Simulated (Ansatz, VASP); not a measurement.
One calculation of AlN, two programs

The input POSCAR:

```
AlN
1.0
    0.0000000000      2.1914311150      2.1848764855
    2.1848764855      0.0000000000      2.1848764855
    2.1848764855      2.1914311150      0.0000000000
Al N
1 1
Direct
    0.0000000000      0.0000000000      0.0000000000
    0.7500000000      0.7500000000      0.7500000000
```

The input INCAR.step1:

```
PREC = Accurate ; ENCUT = 520
EDIFF = 1E-5 ; ISMEAR = 0
SIGMA = 0.01 ; LREAL = F
LASPH = T ; NELM = 60
ALGO = Normal ; ISIF = 2
LWAVE = T ; LCHARG = F
NBANDS = 11 ; GGA = PE
```

The input INCAR.step2:

```
PREC = Accurate ; ENCUT = 520
EDIFF = 1E-6 ; ISMEAR = 0
SIGMA = 0.01 ; LREAL = F
LASPH = T ; NELM = 60
ALGO = Normal ; ISIF = 2
LWAVE = F ; LCHARG = F
GGA = PE ; LHFCALC = T
HFSCREEN = 0.2079 ; PRECFOCK = Normal
NBANDS = 11 ; ISTART = 1
```

Contents of KPOINTS:

```
Automatic mesh
0
Gamma
  8 8 8
```

Input for Ansatz:

```yaml
crystal:
  lattice:
    - [0.0, 2.191431115, 2.1848764855]
    - [2.1848764855, 0.0, 2.1848764855]
    - [2.1848764855, 2.191431115, 0.0]
  atoms:
    - { symbol: Al, position: [0.0, 0.0, 0.0] }
    - { symbol: "N", position: [0.75, 0.75, 0.75] }
kpoints:
  mp_grid: { grid: [8, 8, 8] }
  band_path:
    path:
      - [0.0, 0.0, 0.0]
      - [-0.5, -0.5, 0.0]
      - [-0.375, -0.375, 0.25]
      - [-0.375, 0.0, 0.375]
      - [0.0, 0.0, 0.5]
      - [-0.5, -0.25, 0.25]
      - [0.0, 0.5, 0.5]
    npoints: 1
hamiltonian:
  xc: hse06
scf:
  occupations: { method: fixed }
  n_extra_bands: 4
output:
  forces: true
  stress: true
  eigenvalues: true
```

Change from the starting cell: uniaxial_y strain +0.3%.

Alike in both runs: task single point; functional HSE06; k mesh 8 × 8 × 8; no spin polarisation.

|  | VASP | Ansatz |
| --- | --- | --- |
| version | VASP 6.6.1 | Ansatz 0.2.0 |
| potentials or method | VASP PAW PBE potentials, release 64 (Al, N) | plane waves, PAW |
| plane-wave cutoff (eV) | 520 | 420 |
| occupations | gaussian, width 0.01 eV | fixed |
| valence electrons in the cell | 8 | 8 |

Ansatz gave:

```
gap on the k mesh at the Fermi level (eV)                     : 4.54
pressure (GPa)                                                : -1.3
traceless stress, the component that is largest in VASP (GPa) : -0.29
```

Problem. Estimate VASP's values.

Solution. gap on the k mesh at the Fermi level (eV): 4.54; pressure (GPa): -1.4; traceless stress, the component that is largest in VASP (GPa): -0.29.

Ansatz's warnings: stress exchange threshold loose, stress scf threshold loose.
